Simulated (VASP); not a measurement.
## MgF2: relaxation of shape and atoms at fixed volume with PBE

MgF2:

```xyz
6
Lattice="4.7291 0.0000 0.0000 0.0000 4.7291 0.0000 0.0000 0.0000 3.1131" Properties=species:S:1:pos:R:3 pbc="T T T"
Mg    0.0000    0.0000    0.0000
Mg    2.3645    2.3645    1.5565
F     1.4356    1.4356    0.0000
F     0.9290    3.8001    1.5565
F     3.2935    3.2935    0.0000
F     3.8001    0.9290    1.5565
```

```yaml
Program: VASP 6.6.1
Task: relaxation of shape and atoms at fixed volume
Functional: PBE
Potentials_or_basis: VASP PAW PBE potentials, release 64 (Mg, F)
Cutoff: 600 eV
k_mesh: 6 × 6 × 10
Occupations: gaussian, width 0.05 eV
Spin: no spin polarisation
Dipole_correction: no
Further_INCAR_settings: ALGO = Normal; EDIFF = 1e-07; IBRION = 2; EDIFFG = -0.01; NSW = 60; ISIF = 4
```

```yaml
Energy_gained_by_relaxing: 0.1 meV/atom
Ionic_steps: 3
Pressure_after_relaxing: -2.7 GPa
Band_gap_on_the_k_mesh: 6.67 eV
```

Step by step:
| step | energy change (eV) | largest force (eV/Å) | pressure (GPa) | volume (Å³) |
| --- | --- | --- | --- | --- |
| 1 | 0.0000 | 0.0325 | -2.73 | 69.62 |
| 2 | -0.0003 | 0.0176 | -2.70 | 69.62 |
| 3 | -0.0004 | 0.0012 | -2.66 | 69.62 |

Final structure:
```yaml
crystal:
  lattice:
    - [4.73379, 0.00000, 0.00000]
    - [0.00000, 4.73379, 0.00000]
    - [0.00000, 0.00000, 3.10687]
  atoms:
    - { symbol: Mg, position: [0.00000, 0.00000, 0.00000] }
    - { symbol: Mg, position: [0.50000, 0.50000, 0.50000] }
    - { symbol: F, position: [0.30409, 0.30409, 0.00000] }
    - { symbol: F, position: [0.19591, 0.80409, 0.50000] }
    - { symbol: F, position: [0.69591, 0.69591, 0.00000] }
    - { symbol: F, position: [0.80409, 0.19591, 0.50000] }
```

Levels at points of the mesh, in eV from the valence-band top:
```
           k point  band 12  band 13  band 14  band 15  band 16  band 17  band 18  band 19  band 20
(0.00, 0.00, 0.00)    -1.15    -0.72    -0.31    -0.31     0.00     6.67    11.84    11.84    13.29
(0.50, 0.00, 0.00)    -1.28    -0.93    -0.93    -0.35    -0.35     9.01     9.01    13.05    13.05
(0.50, 0.50, 0.00)    -1.19    -0.88    -0.88    -0.70    -0.70    10.54    10.54    10.86    10.86
(0.00, 0.00, 0.50)    -1.35    -1.02    -1.02    -0.78    -0.78    11.32    11.32    14.54    14.54
(0.50, 0.00, 0.50)    -1.26    -0.69    -0.69    -0.60    -0.60    12.27    12.27    12.82    12.82
(0.50, 0.50, 0.50)    -1.33    -0.55    -0.55    -0.46    -0.46    12.61    12.61    12.96    12.96
```

It took 96 s on 1 thread of Intel(R) Xeon(R) 6975P-C (Granite Rapids) (shared host), peak memory 0.25 GiB.

A k mesh can miss the band edges.
